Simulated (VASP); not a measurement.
A run of VASP 6.6.1 is set up as follows.

Contents of INCAR:

```
SYSTEM = As
PREC = Accurate ; ENCUT = 500
EDIFF = 1E-6 ; ISMEAR = 0
SIGMA = 0.1 ; LREAL = .False.
LASPH = .True. ; NELM = 120
ALGO = Normal ; ISIF = 2
LWAVE = .False. ; LCHARG = .False.
GGA = PE ; NBANDS = 12
GGA_COMPAT = .False.
```

File KPOINTS:

```
regular mesh
0
Gamma
  6 6 6
  0 0 0
```

POSCAR

```
As
1.0
    0.0000000000      2.6829602200      3.4261282000
    2.4054316100      0.0000000000      3.4261282000
    2.4054316100      2.6829602200      0.0000000000
As
2
Direct
    0.0000000000      0.0000000000      0.0000000000
    0.2500000000      0.2500000000      0.2500000000
```

Potentials or basis: VASP PAW PBE potentials, release 64 (As).

Command:

```console
$ cat potpaw_PBE.64/As/POTCAR > POTCAR
$ mpirun -np 1 vasp_std > vasp.out
```

(1) What does it give for the band gap on the k mesh?

(2) What does it give for the pressure?

Answers

(1) zero (bands 5 and 6 overlap by 4.57 eV).

(2) 10.5 GPa.

Caveat: the cell stands under pressure.
